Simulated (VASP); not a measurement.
Here is a VASP 6.6.1 calculation.

The input INCAR:

```
PREC = Accurate
ENCUT = 520
EDIFF = 1E-6
ISMEAR = 0
SIGMA = 0.15
LREAL = False
LASPH = True
NELM = 80
ALGO = Fast
ISIF = 2
LWAVE = False
LCHARG = False
GGA = PS
NBANDS = 14
```

File KPOINTS:

```
Automatic mesh
0
Gamma
  20 20 20
```

POSCAR

```
TiAl
1.0
    3.1564740774      0.0000000000      0.0000000000
    0.0000000000      3.1564740774      0.0000000000
    0.0000000000      0.0000000000      3.2511682997
Ti Al
1 1
Direct
    0.0000000000      0.0000000000      0.0000000000
    0.5000000000      0.5000000000      0.5000000000
```

Potentials or basis: VASP PAW PBE potentials, release 64 (Ti_sv, Al).

Run with:

```sh
$ cat potpaw_PBE.64/Ti_sv/POTCAR potpaw_PBE.64/Al/POTCAR > POTCAR
$ mpirun -np 1 vasp_std > vasp.out
```

**Question.** Predict the pressure.

**Answer.** -3.2 GPa.

**Question.** Predict the band gap on the k mesh.

**Answer.** Zero (an odd number of electrons rules out a gap without spin polarisation).

Stress tensor (GPa, compression positive):
```
-3.93  0.00  0.00
 0.00 -3.93  0.00
 0.00  0.00 -1.80
```

Caveat: the cell differs from its parent crystal (strain +0.000 along x and y, +0.030 along z); the cell stands under tension; the PAW data sets were made with another functional, which shifts forces and pressure a little.
